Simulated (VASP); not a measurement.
# Rh4Se3O4 (Amm2) in VASP: single point with PBE

Aim: the single point of Rh4Se3O4 with PBE.

Program: VASP 6.6.1. These are calculated values, not measurements. Logs are shortened: lines on timing, memory, paths and dates and some standing lists are left out, and cuts for length are marked.

**1. The cell of the first run**

Symmetry: Amm2, No. 38, orthorhombic system. The conventional cell has a = 8.024 Å, b = 3.408 Å, c = 12.186 Å, α = 90.00°, β = 90.00°, γ = 90.00°. Within 2.7 Å of Rh (site symmetry mm2) lie 4 O at 2.03 to 2.27 Å and 2 Se at 2.34 Å. Rh (site symmetry mm2) has 4 O at 2.05 to 2.08 Å within 2.7 Å. Rh (site symmetry m) has 4 O at 2.06 to 2.20 Å and 2 Se at 2.38 Å within 2.7 Å. Se (site symmetry m) has 2 Rh at 2.38 Å and 2 Se at 2.70 to 3.09 Å and 1 O at 3.04 Å within 3.1 Å. Se (site symmetry mm2) has 2 Rh at 2.34 Å and 2 Se at 2.70 Å within 3.1 Å. Within 2.7 Å of O (site symmetry m) lie 4 Rh at 2.03 to 2.20 Å. Within 2.8 Å of O (site symmetry mm2) lie 4 Rh at 2.10 to 2.27 Å. Within 2.7 Å of O (site symmetry mm2) lie 4 Rh at 2.05 to 2.06 Å.

**2. Single point, PBE**

Input file INCAR:

```
  PREC = Accurate
  ENCUT = 520
  EDIFF = 1E-6
  ISMEAR = 1
  SIGMA = 0.0231
  LREAL = False
  LASPH = True
  NELM = 80
  ALGO = Normal
  ISIF = 2
  LWAVE = False
  LCHARG = True
  GGA = PE
  LELF = True
  LVHAR = True
  NBANDS = 62
```

Input file KPOINTS:

```
regular mesh
0
Gamma
  3 5 5
```

Input file POSCAR:

```
Rh4Se3O4
1.0
   -8.0242404353      0.0000000000      0.0000000000
    0.0000000000     -3.4077987444     -0.0000001465
    0.0000000000      1.7038991102      6.0928752359
Rh Se O
4 3 4
Direct
    0.0000000000      0.0284039050      0.0568078100
    0.5000000000      0.0217259046      0.0434518092
    0.7411064519      0.6741143108      0.3482286216
    0.2588935481      0.6741143108      0.3482286216
    0.6923613666      0.3071012962      0.6142025924
    0.3076386334      0.3071012962      0.6142025924
    0.0000000000      0.3962529612      0.7925059223
    0.7522293299      0.0605688120      0.1211376240
    0.2477706701      0.0605688120      0.1211376240
    0.0000000000      0.6516539512      0.3033079023
    0.5000000000      0.6149644401      0.2299288802
```

Potentials or basis: VASP PAW PBE potentials, release 64 (Rh_pv, Se, O).

Command:

```console
$ cat potpaw_PBE.64/Rh_pv/POTCAR potpaw_PBE.64/Se/POTCAR potpaw_PBE.64/O/POTCAR > POTCAR
$ mpirun -np 1 vasp_std > vasp.out
```

OUTCAR:

```text
PREC = Accurate
   ENCUT = 520
   EDIFF = 1E-6
   ISMEAR = 1
   LREAL = False
   LASPH = True
   NELM = 80
   ISIF = 2
   GGA = PE

 ion  position               nearest neighbor table
   1  0.000  0.028  0.057-   8 2.03   9 2.03  10 2.27  10 2.27   7 2.34   7 2.34   4 3.22   3 3.22
                             3 3.22   4 3.22
   2  0.500  0.022  0.043-  11 2.05  11 2.05   9 2.08   8 2.08   4 3.18   3 3.18   3 3.18   4 3.18

   3  0.741  0.674  0.348-  11 2.06  10 2.10   8 2.20   8 2.20   5 2.38   5 2.38   2 3.18   2 3.18
                             1 3.22   1 3.22
   4  0.259  0.674  0.348-  11 2.06  10 2.10   9 2.20   9 2.20   6 2.38   6 2.38   2 3.18   2 3.18
                             1 3.22   1 3.22
   5  0.692  0.307  0.614-   3 2.38   3 2.38   7 2.70
   6  0.308  0.307  0.614-   4 2.38   4 2.38   7 2.70
   7  0.000  0.396  0.793-   1 2.34   1 2.34   5 2.70   6 2.70
   8  0.752  0.061  0.121-   1 2.03   2 2.08   3 2.20   3 2.20
   9  0.248  0.061  0.121-   1 2.03   2 2.08   4 2.20   4 2.20
  10  0.000  0.652  0.303-   3 2.10   4 2.10   1 2.27   1 2.27
  11  0.500  0.615  0.230-   2 2.05   2 2.05   4 2.06   3 2.06

  LATTYP: Found a base centered orthorhombic cell.
 ALAT       =     3.4077987444
 B/A-ratio  =     3.5758421313
 C/A-ratio  =     2.3546696965

  Lattice vectors:

 A1 = (   0.0000000000,  -1.7038991102,  -6.0928752359)
 A2 = (   0.0000000000,  -1.7038996342,   6.0928750894)
 A3 = (  -8.0242404353,   0.0000000000,   0.0000000000)

Analysis of symmetry for initial positions (statically):
=====================================================================
 Subroutine PRICEL returns:
 Original cell was already a primitive cell.

 Routine SETGRP: Setting up the symmetry group for a
 base centered orthorhombic supercell.

 Subroutine GETGRP returns: Found  4 space group operations
 (whereof  4 operations were pure point group operations)
 out of a pool of  8 trial point group operations.

The static configuration has the point symmetry C_2v.

Analysis of symmetry for dynamics (positions and initial velocities):
=====================================================================
 Subroutine PRICEL returns:
 Original cell was already a primitive cell.

 Routine SETGRP: Setting up the symmetry group for a
 base centered orthorhombic supercell.

 Subroutine GETGRP returns: Found  4 space group operations
 (whereof  4 operations were pure point group operations)
 out of a pool of  8 trial point group operations.
[... 121 lines left out ...]
   TEBEG  =    0.0;   TEEND  =   0.0 temperature during run
   PSTRESS=    0.0 pullay stress
   NELECT =     102.0000    total number of electrons
   NUPDOWN=      -1.0000    fix difference up-down
   EMIN   =  10.00;   EMAX   =-10.00  energy-range for DOS
   EFERMI =   0.00;   METHOD = LEGACY
   ISMEAR =     1;   SIGMA  =   0.02  broadening in eV -4-tet -1-fermi 0-gaus
   EFERMI_NEDOS =   21; number of points for ismear=-14 and -15
   IALGO  =     38    algorithm
   IMIX   =      4    mixing-type and parameters
     AMIX     =   0.40;   BMIX     =  1.00
     AMIX_MAG =   1.60;   BMIX_MAG =  1.00
  volume/ion in A,a.u.               =      15.15       102.21
  Fermi-wavevector in a.u.,A,eV,Ry     =   1.390085  2.626881 26.291049  1.932338
  Thomas-Fermi vector in A             =   2.514054
   LORBIT       =      0    0 simple, 1 ext, 2 COOP (PROOUT), +10 PAW based schemes
   GGA     = PE    functional components
   LHFCALC =     F    Hartree Fock is set to
   AEXX    =    0.0000 exact exchange contribution
   IVDW    =     0    specifies the selected vdW correction
   LEPSILON=     F    determine dielectric tensor
   LRPA    =     F    only Hartree local field effects (RPA)
 non-spin polarized calculation
 Methfessel and Paxton  Order N= 1 SIGMA  =   0.02
  energy-cutoff  :      520.00
  volume of cell :      166.61
 maximum number of plane-waves:      4510
 NGX is ok and might be reduce to    60
   NGX = 29   NGY = 13   NGZ = 23

 number of electron     101.9999979 magnetization

 Free energy of the ion-electron system (eV)
  ---------------------------------------------------
  ext. energy  EPLUGINS =         0.00000000
  ---------------------------------------------------
  free energy    TOTEN  =       -63.25927847 eV

  energy without entropy =      -63.25847718  energy(sigma->0) =      -63.25901137

 E-fermi :   6.2861     XC(G=0): -11.1261

 val. band max:        6.2856541490   @ k =   0.3333   0.2000  -0.0000
 cond. band min:       6.2905702312   @ k =   0.0000   0.2000  -0.0000
 fundamental gap:      0.0049160822
 Fermi energy:         6.2860541842

 k-point     1 :       0.0000    0.0000    0.0000
  band No.  band energies     occupation
      1     -40.7803      2.00000
      2     -40.7734      2.00000
      3     -40.7333      2.00000
      4     -40.7236      2.00000
      5     -40.6736      2.00000
      6     -40.6264      2.00000
[... 1159 lines left out ...]
     61      11.3899      0.00000
     62      13.4386      0.00000

------------------------ aborting loop because EDIFF is reached ----------------------------------------

  FORCE on cell =-STRESS in cart. coord.  units (eV):
  Direction    XX          YY          ZZ          XY          YZ          ZX
  --------------------------------------------------------------------------------------
  -------------------------------------------------------------------------------------
  Total        0.0622717      0.1690948      0.1115676      0.0000000      0.0000000      0.0000000
  in kB        0.5988263      1.6260756      1.0728731      0.0000000      0.0000000      0.0000000
  external PRESSURE =       1.0992583 kB  Pullay stress =       0.0000000 kB

 VOLUME and BASIS-vectors are now :
 -----------------------------------------------------------------------------
  energy-cutoff  :      520.00
  volume of cell :      166.61
      direct lattice vectors                 reciprocal lattice vectors
    -8.024240435  0.000000000  0.000000000    -0.124622387  0.000000000  0.000000000
     0.000000000 -3.407798744 -0.000000146     0.000000000 -0.293444563  0.082063051
     0.000000000  1.703899110  6.092875236     0.000000000 -0.000000007  0.164126127

 POSITION                                       TOTAL-FORCE (eV/Angst)
 -----------------------------------------------------------------------------------
      0.00000     -0.00000      0.34612        -0.000000     -0.000000      0.032662
     -4.01212     -0.00000      0.26475        -0.000000      0.000000     -0.022973
     -5.94682     -1.70390      2.12171        -0.009935      0.000000     -0.021643
     -2.07742     -1.70390      2.12171         0.009935      0.000000     -0.021643
     -5.55567     -0.00000      3.74226         0.005713     -0.000000      0.024080
     -2.46857     -0.00000      3.74226        -0.005713     -0.000000      0.024080
      0.00000     -0.00000      4.82864        -0.000000      0.000000     -0.037165
     -6.03607     -0.00000      0.73808         0.011600     -0.000000      0.003356
     -1.98817     -0.00000      0.73808        -0.011600     -0.000000      0.003356
      0.00000     -1.70390      1.84802        -0.000000     -0.000000      0.004826
     -4.01212     -1.70390      1.40093        -0.000000     -0.000000      0.011066
 -----------------------------------------------------------------------------------
    total drift:                               -0.000000      0.000027     -0.000316

  FREE ENERGIE OF THE ION-ELECTRON SYSTEM (eV)
  ---------------------------------------------------
  free  energy   TOTEN  =       -63.2592784671 eV

  energy  without entropy=      -63.2584771832  energy(sigma->0) =      -63.25901137
```

Run time: 4.5 min. Hardware: 1 thread of Oxide Virtual Turin-like, shared host; peak memory 0.32 GiB.

What came out:

* Free energy: -63.2593 eV
* Pressure: 0.1 GPa
* Largest force: 0.037 eV/Å
* Band gap on the k mesh: zero (band 51 reaches 6.33 eV, above the bottom of band 52 at 5.79 eV)

Forces in eV/Å, atoms in the order of the input:
```
Rh   0.000  0.000  0.033
Rh   0.000  0.000 -0.023
Rh  -0.010  0.000 -0.022
Rh   0.010  0.000 -0.022
Se   0.006  0.000  0.024
Se  -0.006  0.000  0.024
Se   0.000  0.000 -0.037
O    0.012  0.000  0.003
O   -0.012  0.000  0.003
O    0.000  0.000  0.005
O    0.000  0.000  0.011
```

Levels at points of the mesh, in eV from the Fermi level:
```tsv
k point	band 47	band 48	band 49	band 50	band 51	band 52	band 53	band 54	band 55	band 56
(0.00, 0.00, 0.00)	-1.11	-0.75	-0.56	-0.52	-0.16	0.09	0.81	0.87	1.29	1.49
```

Caveat: the k points lie up to 0.38 Å⁻¹ apart.
